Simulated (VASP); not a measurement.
The system is B5As2.

```
B As
1.0
     4.84676    0.00000    0.00000
    -2.42338    4.19742    0.00000
     0.00000    0.00000    4.16413
B As
5 2
Cartesian
  2.4234 0.0000 0.0000
  -1.2117 2.0987 0.0000
  1.2117 2.0987 0.0000
  0.0000 0.0000 0.0000
  0.0000 0.0000 2.0821
  0.0000 2.7983 0.0000
  2.4234 1.3991 0.0000
```

The cell was built from a structure type or drawn by symmetry, and may not be a known phase.

- Program: VASP 6.6.1
- Task: relaxation of cell and atoms
- Functional: PBE
- Potentials or basis: VASP PAW PBE potentials, release 64 (B, As)
- Cutoff: 500 eV
- k mesh: 4 × 4 × 4
- Occupations: gaussian, width 0.2 eV
- Spin: no spin polarisation

At the start: pressure 180.5 GPa; volume 12.10 Å³/atom.

Problem. How do energy, volume and symmetry change on relaxing?

Solution. Over 16 steps the energy falls by 5580.4 meV/atom and the volume is 16.73 Å³/atom (+38.2 %); space group P6/mmm (No. 191, to 0.1 Å) before and after.

Step by step:
| step | energy change (eV) | largest force (eV/Å) | pressure (GPa) | volume (Å³) |
| --- | --- | --- | --- | --- |
| 1 | 0.0000 | 0.0000 | 180.53 | 84.71 |
| 2 | -25.0972 | 0.0000 | -10.50 | 317.25 |
| 3 | -27.0520 | 0.0000 | -11.40 | 286.00 |
| 4 | -28.6889 | 0.0000 | -12.03 | 260.45 |
| 5 | -35.8972 | 0.0000 | -13.66 | 162.49 |
| 6 | -32.7455 | 0.0000 | 23.69 | 120.87 |
| 7 | -36.3593 | 0.0000 | -9.91 | 152.75 |
| 8 | -36.4106 | 0.0000 | -7.06 | 147.65 |
| 9 | -36.4123 | 0.0000 | -7.92 | 149.06 |
| 10 | -38.3321 | 0.0000 | -6.38 | 132.67 |
| 11 | -38.9260 | 0.0000 | -3.93 | 124.29 |
| 12 | -38.4878 | 0.0000 | 8.37 | 107.42 |
| 13 | -39.0543 | 0.0000 | -1.48 | 119.08 |
| 14 | -39.0546 | 0.0000 | -1.12 | 118.47 |
| 15 | -39.0594 | 0.0000 | 1.07 | 116.22 |
| 16 | -39.0629 | 0.0000 | 0.19 | 117.09 |

Final structure:
```
CELL_PARAMETERS angstrom
6.51902 0.00000 0.00000
-3.25951 5.64563 0.00000
0.00000 0.00000 3.18157
ATOMIC_POSITIONS crystal
B 0.50000 0.00000 0.00000
B 0.00000 0.50000 0.00000
B 0.50000 0.50000 0.00000
B 0.00000 0.00000 0.00000
B 0.00000 0.00000 0.50000
As 0.33333 0.66667 0.00000
As 0.66667 0.33333 0.00000
```

Caveat: the k points lie up to 0.49 Å⁻¹ apart in the final cell, too coarse for converged energies and pressures of a metal; the volume moved by over 15 % at a fixed basis, so the end points are rough.
